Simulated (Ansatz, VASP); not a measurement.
# Two plane-wave programs on W

File INCAR:

```
PREC     = Accurate       # precision mode
ENCUT    = 520            # plane-wave cutoff, eV
EDIFF    = 1E-6           # SCF threshold, eV
ISMEAR   = -1             # smearing method
SIGMA    = 0.08           # smearing width, eV
LREAL    = F              # projectors in reciprocal space
LASPH    = T              # aspherical terms in the spheres
NELM     = 60             # most SCF steps
ALGO     = Normal         # electronic algorithm
ISIF     = 2              # what is computed and relaxed
LWAVE    = F              # write WAVECAR
LCHARG   = F              # write CHGCAR
GGA      = PE             # functional
NBANDS   = 13             # bands
```

KPOINTS

```
regular mesh
0
Gamma
  18 18 16
```

The input POSCAR:

```
W
1.0
    2.7875065645      0.0000000000      0.0000000000
   -1.3937532822      2.4140514981      0.0000000000
    0.0000000000      0.0000000000      2.6015527917
W
1
Direct
    0.0000000000      0.0000000000      0.0000000000
```

Input for Ansatz:

```yaml
crystal:
  lattice:
    - [2.7875065645, 0.0, 0.0]
    - [-1.3937532822, 2.4140514981, 0.0]
    - [0.0, 0.0, 2.6015527917]
  atoms:
    - { symbol: W, position: [0.0, 0.0, 0.0] }
kpoints:
  mp_grid: { grid: [18, 18, 16] }
scf:
  occupations: { method: fermi_dirac, width: 0.08 }
hamiltonian:
  xc: pbe
  pseudopotentials: { kind: nc }
output:
  forces: true
  stress: true
  eigenvalues: true
```

Change from the starting cell: volume scaled by 1, norm-conserving files.

Alike in both runs: task single point; functional PBE; k mesh 18 × 18 × 16; occupations fermi-dirac, width 0.08 eV; no spin polarisation.

|  | VASP | Ansatz |
| --- | --- | --- |
| version | VASP 6.6.1 | Ansatz 0.2.0 |
| potentials or method | VASP PAW PBE potentials, release 64 (W_sv) | norm-conserving pseudopotentials, scalar-relativistic |
| plane-wave cutoff (eV) | 520 | 1007 |
| valence electrons in the cell | 14 | 14 |

|  | VASP | Ansatz | Ansatz less VASP |
| --- | --- | --- | --- |
| pressure (GPa) | 0.6 | 0.1 | -0.46 |
| traceless stress, the component that is largest in VASP (GPa) | 0.30 | 0.08 | -0.214 |

Neither program's run includes spin-orbit coupling.
